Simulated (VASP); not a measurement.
Sc5Al, 6 atoms in the cell. The structure is hexagonal, space group P-62m (No. 189). The conventional cell has a = 5.143 Å, b = 5.143 Å, c = 4.709 Å, α = 90.00°, β = 90.00°, γ = 120.00°. Sc (site symmetry m2m) has 10 Sc at 2.91 to 2.97 Å and 2 Al at 2.91 Å within 3.8 Å. Within 3.8 Å of Sc (site symmetry -6) lie 9 Sc at 2.91 to 2.97 Å and 3 Al at 2.97 Å. Al (site symmetry -62m) has 12 Sc at 2.91 to 2.97 Å within 3.8 Å. 

```yaml
Program: VASP 6.6.1
Task: single point
Functional: PBE
Potentials_or_basis: VASP PAW PBE potentials, release 64 (Sc_sv, Al)
Cutoff: 520 eV
k_mesh: 6 × 6 × 4
Occupations: gaussian, width 0.1 eV
Spin: no spin polarisation
Dipole_correction: no
Further_INCAR_settings: ALGO = Fast; EDIFF = 1e-06; NBANDS = 38
```

Potentials or basis: VASP PAW PBE potentials, release 64 (Sc_sv, Al).

Command:

```sh
$ cat potpaw_PBE.64/Sc_sv/POTCAR potpaw_PBE.64/Al/POTCAR > POTCAR
$ mpirun -np 1 vasp_std > vasp.out
```

Hardware: 1 thread of AMD EPYC 9R14 (Zen 4) (shared host).

**Question.** How long does it take, and how much memory?

**Answer.** Wall time 2.4 min on 1 thread of AMD EPYC 9R14 (Zen 4) (shared host), peak memory 0.22 GiB. Counts: scf iterations 19, k points 21.
